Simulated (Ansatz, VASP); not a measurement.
Given: the input of a run of Ansatz 0.2.0 on Hg3Pt.

Contents of input.yaml:

```yaml
crystal:
  lattice:
    - [4.344221, 0.0, 0.0]
    - [0.0, 4.344221, 0.0]
    - [0.0, 0.0, 4.344221]
  atoms:
    - { symbol: Hg, position: [0.496582, 0.508042, -0.001313] }
    - { symbol: Hg, position: [0.490813, 0.007088, 0.496577] }
    - { symbol: Hg, position: [0.002586, 0.497179, 0.499058] }
    - { symbol: Pt, position: [0.003135, -0.001969, -0.012781] }
hamiltonian:
  xc: pbe
  pseudopotentials: { kind: paw }
kpoints:
  mp_grid: { grid: [6, 6, 6] }
scf:
  occupations: { method: fermi_dirac, width: 0.05 }
output:
  forces: true
  stress: true
  eigenvalues: true
```

Potentials or basis: Ansatz PAW.

Run with:

```bash
$ ansatz run input.yaml --threads 2 --pin off --max-ram 5120MiB --backend cpu --events-out ev --progress --plain --runs-dir out
```

Task: Set up the same calculation for VASP 6.6.1. Potentials there: VASP PAW PBE potentials, release 64 (Hg, Pt).

Result: As run (the cutoff follows the program's own potentials):

INCAR

```
PREC     = Accurate       # precision mode
ENCUT    = 520            # plane-wave cutoff, eV
EDIFF    = 1E-7           # SCF threshold, eV
ISMEAR   = -1             # smearing method
SIGMA    = 0.05           # smearing width, eV
LREAL    = False          # projectors in reciprocal space
LASPH    = True           # aspherical terms in the spheres
NELM     = 80             # most SCF steps
ALGO     = Fast           # electronic algorithm
ISIF     = 2              # what is computed and relaxed
LWAVE    = False          # write WAVECAR
LCHARG   = False          # write CHGCAR
GGA      = PE             # functional
NBANDS   = 31             # bands
```

The input KPOINTS:

```
regular mesh
0
Gamma
  6 6 6
```

POSCAR

```
Hg3Pt
1.0
    4.3442210000      0.0000000000      0.0000000000
    0.0000000000      4.3442210000      0.0000000000
    0.0000000000      0.0000000000      4.3442210000
Hg Pt
3 1
Direct
    0.4965820000      0.5080420000     -0.0013130000
    0.4908130000      0.0070880000      0.4965770000
    0.0025860000      0.4971790000      0.4990580000
    0.0031350000     -0.0019690000     -0.0127810000
```

Potentials or basis: VASP PAW PBE potentials, release 64 (Hg, Pt).

Command:

```console
$ cat potpaw_PBE.64/Hg/POTCAR potpaw_PBE.64/Pt/POTCAR > POTCAR
$ mpirun -np 1 vasp_std > vasp.out
```

Both were run:

|  | VASP | Ansatz | Ansatz less VASP |
| --- | --- | --- | --- |
| gap on the k mesh at the Fermi level (eV) | none | none | - |
| pressure (GPa) | -0.6 | -1.2 | -0.58 |
| traceless stress, the component that is largest in VASP (GPa) | -0.08 | -0.08 | +0.004 |
| rms of the force components (eV/Å) | 0.100 | 0.095 | -0.0051 |

Atom by atom the forces differ by 0.006 eV/Å (rms over components). A gap of «none» marks a metal or a gap that the smearing closes. With one functional, cell and mesh, what is left measures potentials, basis and numerics. VASP's potentials hold 46 valence electrons a cell and Ansatz's 78, so a difference there can come from the potentials and not from the codes.

Spin-orbit coupling is off throughout.
